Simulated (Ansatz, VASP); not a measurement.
## HfAl3O4 in VASP and in Ansatz

```
CELL_PARAMETERS angstrom
4.84199 0.00000 0.00000
0.00000 4.84199 0.00000
0.00000 0.00000 4.84199
ATOMIC_POSITIONS crystal
Hf 0.00000 0.00000 0.00000
Al 0.00000 0.00000 0.50000
Al 0.00000 0.50000 0.00000
Al 0.50000 0.00000 0.00000
O 0.74351 0.74351 0.25649
O 0.74351 0.25649 0.74351
O 0.25649 0.74351 0.74351
O 0.25649 0.25649 0.25649
```

Change from the starting cell: species swapped into the NbCu3Te4 type (P-43m, No. 215).

Alike in both runs: task relaxation of cell and atoms; functional PBE; k mesh 4 × 4 × 4; occupations gaussian, width 0.1 eV; no spin polarisation.

```csv
,VASP,Ansatz
version,VASP 6.6.1,Ansatz 0.2.0
potentials or method,"VASP PAW PBE potentials, release 64 (Hf_pv, Al, O), cutoff 600 eV","scalar-relativistic, plane waves, PAW"
valence electrons in the cell,43,59
```

Ansatz gave:

| Quantity | Value |
| --- | --- |
| gap on the k mesh at the Fermi level, each at its own relaxed structure (eV) | none |
| relaxed volume (Å³/atom) | 26.76 |
| relaxed cell length with the largest relative difference (Å) | 5.982 |

Problem. Which values does VASP return?

Solution. gap on the k mesh at the Fermi level, each at its own relaxed structure (eV): none; relaxed volume (Å³/atom): 25.33; relaxed cell length with the largest relative difference (Å): 5.874.

A gap of «none» marks a metal or a gap that the smearing closes. One of these differences is far larger than is usual between the two programs; its cause wasn't traced. VASP's potentials hold 43 valence electrons a cell and Ansatz's 59, so a difference there can come from the potentials and not from the codes.

Neither program's run includes spin-orbit coupling. Noted on VASP's run: the volume moved by over 15 % at a fixed basis, so the end points are rough.
